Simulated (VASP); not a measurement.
Hf, 2 atoms in the cell. The structure is hexagonal, space group P6_3/mmc (No. 194). Conventional cell: a = 3.205 Å, b = 3.205 Å, c = 5.065 Å, α = 90.00°, β = 90.00°, γ = 120.00°. Hf (site symmetry -6m2) has 12 Hf at 3.14 to 3.20 Å within 4.1 Å. 

```yaml
Program: VASP 6.6.1
Task: single point
Functional: PBE
Potentials_or_basis: VASP PAW PBE potentials, release 64 (Hf_pv)
Cutoff: 520 eV
k_mesh: 14 × 14 × 8
Occupations: fermi-dirac, width 0.05 eV
Spin: no spin polarisation
Dipole_correction: no
Further_INCAR_settings: ALGO = Normal; EDIFF = 1e-07; NBANDS = 17
```

Potentials or basis: VASP PAW PBE potentials, release 64 (Hf_pv).

The run is started by

```sh
$ cat potpaw_PBE.64/Hf_pv/POTCAR > POTCAR
$ mpirun -np 1 vasp_std > vasp.out
```

Hardware: 1 thread of Intel(R) Xeon(R) Platinum 8488C (Sapphire Rapids), with other jobs on the host.

Estimate the wall time of this run.

Run time: 42 s on 1 thread of Intel(R) Xeon(R) Platinum 8488C (Sapphire Rapids), with other jobs on the host, peak memory 0.21 GiB. Counts: scf iterations 13, k points 120.
